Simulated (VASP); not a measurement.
# HC6 in VASP: a series of runs, part 2 of 2

VASP 6.6.1. Earlier steps stand in the parts before.

## (3) Single point, LDA

File INCAR:

```
ALGO     = Normal         # electronic algorithm
DIPOL    = 0.5 0.5 0.312
EDIFF    = 1E-7           # SCF threshold, eV
ENCUT    = 520            # plane-wave cutoff, eV
GGA      = CA             # functional
IDIPOL   = 3            
ISIF     = 2              # what is computed and relaxed
ISMEAR   = 0              # smearing method
LASPH    = T              # aspherical terms in the spheres
LCHARG   = F              # write CHGCAR
LDIPOL   = T            
LREAL    = F              # projectors in reciprocal space
LWAVE    = F              # write WAVECAR
NBANDS   = 38             # bands
NELM     = 60             # most SCF steps
PREC     = Accurate       # precision mode
SIGMA    = 0.1            # smearing width, eV
```

File KPOINTS:

```
k-points
0
Gamma
  6 3 1
```

File POSCAR:

```
HC6
1.0
    4.8895256614      0.0000000000      0.0000000000
   -1.2223814153      8.7849592876      0.0000000000
    0.0000000000      0.0000000000     22.7474729025
C H
12 2
Direct
    0.0193612757      0.0774451030      0.1758437088
    0.5193612758      0.0774451030      0.1758437088
    0.2742015947      0.0968063788      0.2059542860
    0.7742015947      0.0968063788      0.2059542860
    0.2838822326      0.1355289303      0.2661754406
    0.7838822326      0.1355289303      0.2661754406
    0.0386279421      0.1545151615      0.2955067254
    0.5386279421      0.1545151615      0.2955067254
    0.0488684834      0.1954807970      0.3583587359
    0.5488684834      0.1954807970      0.3583587359
    0.3031723044      0.2126952264      0.3845470194
    0.8031723044      0.2126952264      0.3845470194
    0.0488684834      0.1289050446      0.4988454300
    0.0488684834      0.2620565494      0.4988454300
```

Potentials or basis: VASP PAW LDA potentials, release 64 (C, H).

Launch:

```
$ cat potpaw_LDA.64/C/POTCAR potpaw_LDA.64/H/POTCAR > POTCAR
$ mpirun -np 1 vasp_std > vasp.out
```

OUTCAR:

```text
EDIFF = 1E-7
   ENCUT = 520
   GGA = CA
   ISIF = 2
   ISMEAR = 0
   LASPH = T
   LREAL = F
   NELM = 60
   PREC = Accurate

 ion  position               nearest neighbor table
   1  0.019  0.077  0.176-   4 1.41   3 1.41
   2  0.519  0.077  0.176-   4 1.41   3 1.41
   3  0.274  0.097  0.206-   2 1.41   1 1.41   5 1.41
   4  0.774  0.097  0.206-   1 1.41   2 1.41   6 1.41
   5  0.284  0.136  0.266-   8 1.40   7 1.40   3 1.41
   6  0.784  0.136  0.266-   7 1.40   8 1.40   4 1.41
   7  0.039  0.155  0.296-   6 1.40   5 1.40   9 1.47
   8  0.539  0.155  0.296-   5 1.40   6 1.40  10 1.47
   9  0.049  0.195  0.358-  12 1.37  11 1.37   7 1.47
  10  0.549  0.195  0.358-  11 1.37  12 1.37   8 1.47
  11  0.303  0.213  0.385-  10 1.37   9 1.37
  12  0.803  0.213  0.385-   9 1.37  10 1.37
  13  0.049  0.129  0.499-
  14  0.049  0.262  0.499-

  LATTYP: Found a simple monoclinic cell.
 ALAT       =     4.8895256614
 B/A-ratio  =     4.6522862293
 C/A-ratio  =     1.8139991911
 COS(beta)  =    -0.1378170405

  Lattice vectors:

 A1 = (   4.8895256614,   0.0000000000,   0.0000000000)
 A2 = (   0.0000000000,   0.0000000000, -22.7474729025)
 A3 = (  -1.2223814153,   8.7849592876,   0.0000000000)

Analysis of symmetry for initial positions (statically):
=====================================================================
 Subroutine PRICEL returns:
 Original cell was already a primitive cell.

 Routine SETGRP: Setting up the symmetry group for a
 simple monoclinic supercell.

 Subroutine GETGRP returns: Found  1 space group operations
 (whereof  1 operations were pure point group operations)
 out of a pool of  4 trial point group operations.

The static configuration has the point symmetry C_1 .

Analysis of symmetry for dynamics (positions and initial velocities):
=====================================================================
 Subroutine PRICEL returns:
 Original cell was already a primitive cell.

 Routine SETGRP: Setting up the symmetry group for a
 simple monoclinic supercell.

 Subroutine GETGRP returns: Found  1 space group operations
 (whereof  1 operations were pure point group operations)
 out of a pool of  4 trial point group operations.

The dynamic configuration has the point symmetry C_1 .

 Subroutine INISYM returns: Found  1 space group operations
 (whereof  1 operations are pure point group operations),
 and found     1 'primitive' translations

----------------------------------------------------------------------------------------

                                     Primitive cell

  volume of cell :     977.1014

  direct lattice vectors                    reciprocal lattice vectors
     4.889525661  0.000000000  0.000000000     0.204518816  0.028457730  0.000000000
    -1.222381415  8.784959288  0.000000000     0.000000000  0.113830920  0.000000000
     0.000000000  0.000000000 22.747472903     0.000000000  0.000000000  0.043960927

  length of vectors
     4.889525661  8.869595594 22.747472903     0.206489197  0.113830920  0.043960927
[... 79 lines left out ...]
   NGXF,Y,Z  is equivalent  to a cutoff of  24.48, 26.24, 26.31 a.u.
 SYSTEM =  unknown system
   PREC   = accura    normal or accurate (medium, high low for compatibility)
   ISTART =      0    job   : 0-new  1-cont  2-samecut
   ICHARG =      2    charge: 1-file 2-atom 10-const
   ISPIN  =      1    spin polarized calculation?
   LNONCOLLINEAR =      F non collinear calculations
   LSORBIT =      F    spin-orbit coupling
   LASPH  =      T    aspherical Exc in radial PAW
   ENCUT  =  520.0 eV  38.22 Ry    6.18 a.u.   9.09 16.49 42.30*2*pi/ulx,y,z
   NELM   =     60;   NELMIN=  2; NELMDL= -5     # of ELM steps
   EDIFF  = 0.1E-06   stopping-criterion for ELM
   LREAL  =      F    real-space projection
   EDIFFG = 0.1E-05   stopping-criterion for IOM
   NSW    =      0    number of steps for IOM
   IBRION =     -1    ionic relax: 0-MD 1-quasi-New 2-CG
   NFREE  =      0    steps in history (QN), initial steepest desc. (CG)
   ISIF   =      2    stress and relaxation
   ISYM   =      2    0-nonsym 1-usesym 2-fastsym
   POTIM  = 0.5000    time-step for ionic-motion
   TEBEG  =    0.0;   TEEND  =   0.0 temperature during run
   PSTRESS=    0.0 pullay stress
   NELECT =      50.0000    total number of electrons
   NUPDOWN=      -1.0000    fix difference up-down
   EMIN   =  10.00;   EMAX   =-10.00  energy-range for DOS
   EFERMI =   0.00;   METHOD = LEGACY
   ISMEAR =     0;   SIGMA  =   0.10  broadening in eV -4-tet -1-fermi 0-gaus
   EFERMI_NEDOS =   21; number of points for ismear=-14 and -15
   IALGO  =     38    algorithm
   IMIX   =      4    mixing-type and parameters
     AMIX     =   0.40;   BMIX     =  1.00
     AMIX_MAG =   1.60;   BMIX_MAG =  1.00
  volume/ion in A,a.u.               =      69.79       470.99
  Fermi-wavevector in a.u.,A,eV,Ry     =   0.607787  1.148551  5.026066  0.369405
  Thomas-Fermi vector in A             =   1.662378
   LORBIT       =      0    0 simple, 1 ext, 2 COOP (PROOUT), +10 PAW based schemes
   GGA     = CA    functional components
   LHFCALC =     F    Hartree Fock is set to
   AEXX    =    0.0000 exact exchange contribution
   IVDW    =     0    specifies the selected vdW correction
   LEPSILON=     F    determine dielectric tensor
   LRPA    =     F    only Hartree local field effects (RPA)
 non-spin polarized calculation
 Gauss-broadening in eV      SIGMA  =   0.10
  energy-cutoff  :      520.00
  volume of cell :      977.10
 maximum number of plane-waves:     26378
   NGX = 19   NGY = 33   NGZ = 85

 dipolmoment           0.000000      0.000000      0.267821 electrons x Angstroem

 number of electron      49.9999997 magnetization

 dipolmoment           0.000000      0.000000     -0.207249 electrons x Angstroem

 Free energy of the ion-electron system (eV)
  ---------------------------------------------------
  ext. energy  EPLUGINS =         0.00000000
  ---------------------------------------------------
  free energy    TOTEN  =      -112.57369638 eV

  energy without entropy =     -112.51666270  energy(sigma->0) =     -112.54517954

 E-fermi :  -4.7103     XC(G=0):  -2.0241

 val. band max:       -4.7449876477   @ k =   0.5000   0.3333   0.0000
 cond. band min:      -4.6788809190   @ k =   0.5000   0.0000   0.0000
 fundamental gap:      0.0661067287
 Fermi energy:        -4.7102542867

 k-point     1 :       0.0000    0.0000    0.0000
  band No.  band energies     occupation
      1     -23.4478      2.00000
      2     -21.7297      2.00000
      3     -19.2833      2.00000
      4     -19.2197      2.00000
      5     -19.1882      2.00000
      6     -17.6104      2.00000
[... 389 lines left out ...]
     36       1.2873      0.00000
     37       1.8762      0.00000
 [bands above 37 left out]

------------------------ aborting loop because EDIFF is reached ----------------------------------------

 vacuum level on the upper side and lower side of the slab       (xc-potential included)        -0.451         0.406

  FORCE on cell =-STRESS in cart. coord.  units (eV):
  Direction    XX          YY          ZZ          XY          YZ          ZX
  --------------------------------------------------------------------------------------
  -------------------------------------------------------------------------------------
  Total        0.3135991     -4.9340560      1.6130337      0.6478676      0.6247700     -0.0112989
  in kB        0.5142162     -8.0904936      2.6449312      1.0623246      1.0244508     -0.0185271
  external PRESSURE =      -1.6437821 kB  Pullay stress =       0.0000000 kB

 VOLUME and BASIS-vectors are now :
 -----------------------------------------------------------------------------
  energy-cutoff  :      520.00
  volume of cell :      977.10
      direct lattice vectors                 reciprocal lattice vectors
     4.889525661  0.000000000  0.000000000     0.204518816  0.028457730  0.000000000
    -1.222381415  8.784959288  0.000000000     0.000000000  0.113830920  0.000000000
     0.000000000  0.000000000 22.747472903     0.000000000  0.000000000  0.043960927

 POSITION                                       TOTAL-FORCE (eV/Angst)
 -----------------------------------------------------------------------------------
     -0.00000      0.68035      4.00000        -0.001551      0.403914      1.649574
      2.44476      0.68035      4.00000         0.001241      0.401263      1.602159
      1.22238      0.85044      4.68494         0.024092     -0.803277     -3.198699
      3.66714      0.85044      4.68494        -0.023825     -0.803385     -3.197709
      1.22238      1.19062      6.05482         0.086577      0.362596      1.445540
      3.66714      1.19062      6.05482        -0.087182      0.363718      1.447640
     -0.00000      1.35741      6.72203         0.001936      0.073891      0.156843
      2.44476      1.35741      6.72203        -0.001108      0.005934     -0.009590
     -0.00001      1.71729      8.15176         0.000124      0.108223      0.440531
      2.44475      1.71729      8.15176        -0.000117     -0.126794     -0.525170
      1.22237      1.86852      8.74747         0.367997     -0.019064      0.230253
      3.66714      1.86852      8.74747        -0.363860      0.019871      0.256330
      0.08137      1.13243     11.34747        -0.555337      4.277597     -0.100420
     -0.08139      2.30216     11.34747         0.551013     -4.264486     -0.197283
 -----------------------------------------------------------------------------------
    total drift:                                0.000576      0.000341     -0.000260

  FREE ENERGIE OF THE ION-ELECTRON SYSTEM (eV)
  ---------------------------------------------------
  free  energy   TOTEN  =      -112.5736963845 eV

  energy  without entropy=     -112.5166627003  energy(sigma->0) =     -112.54517954

 vacuum level on the upper side and lower side of the slab         0.815         1.691
```

Wall time 7 min (1 thread of Intel Xeon 6975P-C (Granite Rapids), shared host); peak memory 0.78 GiB.

Results:

```
Free energy            : -112.5737 eV
Largest force          : 4.315 eV/Å
Band gap on the k mesh : 0.07 eV
```

Forces on the atoms (eV/Å):
```
C   -0.002  0.404  1.650
C    0.001  0.401  1.602
C    0.024 -0.803 -3.199
C   -0.024 -0.803 -3.198
C    0.087  0.363  1.446
C   -0.087  0.364  1.448
C    0.002  0.074  0.157
C   -0.001  0.006 -0.010
C    0.000  0.108  0.441
C    0.000 -0.127 -0.525
C    0.368 -0.019  0.230
C   -0.364  0.020  0.256
H   -0.555  4.278 -0.100
H    0.551 -4.264 -0.197
```

Levels at points of the mesh, in eV from the valence-band top:
| k point | band 23 | band 24 | band 25 | band 26 | band 27 | band 28 |
| --- | --- | --- | --- | --- | --- | --- |
| (0.00, 0.00, 0.00) | -0.47 | -0.28 | -0.18 | 0.41 | 0.67 | 0.88 |
| (0.50, 0.00, 0.00) | -1.73 | -0.10 | 0.00 | 0.07 | 0.15 | 2.92 |

## (4) Single point, LDA

File INCAR:

```
SYSTEM = HC6
  ALGO = Normal
  DIPOL = 0.5 0.5 0.318
  EDIFF = 1E-6
  ENCUT = 520
  IDIPOL = 3
  ISIF = 2
  ISMEAR = 0
  LASPH = .TRUE.
  LCHARG = .FALSE.
  LDIPOL = .TRUE.
  LREAL = .FALSE.
  LWAVE = .FALSE.
  NBANDS = 38
  NELM = 60
  PREC = Accurate
  SIGMA = 0.1
```

File KPOINTS:

```
k-points
0
G
  6 3 1
  0 0 0
```

POSCAR: that of step 3 with these lines changed.

```diff
@@ -20,3 +20,3 @@
     0.8031723044      0.2126952264      0.3845470194
-    0.0488684834      0.1289050446      0.4988454300
-    0.0488684834      0.2620565494      0.4988454300
+    0.0488684834      0.1289050446      0.5428063572
+    0.0488684834      0.2620565494      0.5428063572
```

Launch:

```
$ cat potpaw_LDA.64/C/POTCAR potpaw_LDA.64/H/POTCAR > POTCAR
$ mpirun -np 1 vasp_std > vasp.out
```

Run time: 7.2 min. Hardware: 1 thread of Intel Xeon 6975P-C (Granite Rapids), shared host; peak memory 0.78 GiB.

Results (log left out):

| Property | Result |
| --- | --- |
| Free energy | -112.4330 eV |
| Largest force | 4.454 eV/Å |
| Band gap on the k mesh | 0.09 eV |

Forces in eV/Å, atoms in the order of the input:
```
C    0.000  0.415  1.695
C    0.000  0.414  1.691
C    0.002 -0.816 -3.283
C   -0.001 -0.816 -3.283
C    0.007  0.379  1.501
C   -0.008  0.379  1.501
C    0.000  0.009  0.025
C    0.000  0.005  0.012
C    0.000  0.010  0.049
C    0.000 -0.011 -0.035
C    0.029  0.016  0.090
C   -0.029  0.019  0.093
H   -0.609  4.410 -0.018
H    0.609 -4.412 -0.037
```

Levels at points of the mesh, in eV from the valence-band top:
| k point | band 22 | band 23 | band 24 | band 25 | band 26 | band 27 | band 28 | band 29 |
| --- | --- | --- | --- | --- | --- | --- | --- | --- |
| (0.00, 0.00, 0.00) | -2.10 | -0.35 | -0.32 | -0.18 | 0.50 | 0.63 | 0.90 | 2.39 |
| (0.50, 0.00, 0.00) | -1.70 | -1.70 | -0.01 | 0.00 | 0.09 | 0.10 | 3.00 | 3.01 |

## (5) Overview

| cell | gap on the mesh (eV) | largest force (eV/Å) |
| --- | --- | --- |
| as given, atomic positions A | - | 4.31 |
| as given, atomic positions B | 0.07 | 4.31 |
| as given, atomic positions C | 0.09 | 4.45 |

Alike in all rows: task single point; level LDA; potentials or basis VASP PAW LDA potentials, release 64 (C, H); no spin polarisation; k mesh 6 × 3 × 1; cutoff (eV) 520; smearing gaussian 0.1 eV.

Absolute energies hang on the potentials; compare differences alone.
